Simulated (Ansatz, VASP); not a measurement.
# One calculation of KF, two programs

File POSCAR:

```
KF
1.0
    0.0668728586      2.6589605792      2.6589605792
    2.6589605792      0.0668728586      2.6589605792
    2.7258334378      2.7258334378      0.0000000000
K F
1 1
Direct
    0.0000000000      0.0000000000      0.0000000000
    0.5000000000      0.5000000000      0.5000000000
```

File INCAR.step1:

```
SYSTEM = KF
  PREC = Accurate
  ENCUT = 520
  ISMEAR = 0
  SIGMA = 0.01
  LREAL = .FALSE.
  LASPH = .TRUE.
  NELM = 60
  NBANDS = 15
  GGA = PE
  ALGO = Normal
  EDIFF = 1E-4
  LWAVE = .TRUE.
  LCHARG = .FALSE.
```

The input INCAR.step2:

```
SYSTEM = KF
  PREC = Accurate
  ENCUT = 520
  EDIFF = 1E-7
  ISMEAR = 0
  SIGMA = 0.01
  LREAL = .FALSE.
  LASPH = .TRUE.
  NELM = 60
  ALGO = Normal
  ISIF = 2
  LWAVE = .FALSE.
  LCHARG = .FALSE.
  METAGGA = R2SCAN
  LMIXTAU = .TRUE.
  NBANDS = 15
  ISTART = 1
```

The input KPOINTS:

```
regular mesh
0
G
  8 8 8
  0 0 0
```

Input for Ansatz:

```yaml
crystal:
  lattice:
    - [0.0668728586, 2.6589605792, 2.6589605792]
    - [2.6589605792, 0.0668728586, 2.6589605792]
    - [2.7258334378, 2.7258334378, 0.0]
  atoms:
    - { symbol: K, position: [0.0, 0.0, 0.0] }
    - { symbol: F, position: [0.5, 0.5, 0.5] }
kpoints:
  mp_grid: { grid: [8, 8, 8] }
  band_path:
    path:
      - [0.0, 0.0, 0.0]
      - [0.5, 0.0, 0.5]
      - [0.625, 0.25, 0.625]
      - [0.375, 0.375, 0.75]
      - [0.5, 0.5, 0.5]
      - [0.5, 0.25, 0.75]
    npoints: 1
hamiltonian:
  xc: r2scan
scf:
  occupations: { method: fixed }
  n_extra_bands: 4
output:
  forces: true
  stress: true
  eigenvalues: true
```

Change from the starting cell: shear_xy strain +5.0%.

Alike in both runs: task single point; functional r2SCAN; k mesh 8 × 8 × 8; no spin polarisation.

|  | VASP | Ansatz |
| --- | --- | --- |
| version | VASP 6.6.1 | Ansatz 0.2.0 |
| potentials or method | VASP PAW PBE potentials, release 64 (K_sv, F) | plane waves, PAW |
| plane-wave cutoff (eV) | 520 | 500 |
| occupations | gaussian, width 0.01 eV | fixed |
| valence electrons in the cell | 16 | 16 |

|  | VASP | Ansatz | Ansatz less VASP |
| --- | --- | --- | --- |
| gap on the k mesh at the Fermi level (eV) | 6.88 | 6.88 | +0.001 |
| pressure (GPa) | 0.0 | 0.0 | +0.04 |
| traceless stress, the component that is largest in VASP (GPa) | -0.62 | -0.62 | -0.005 |

VASP's potentials were made for PBE, not for r2SCAN.
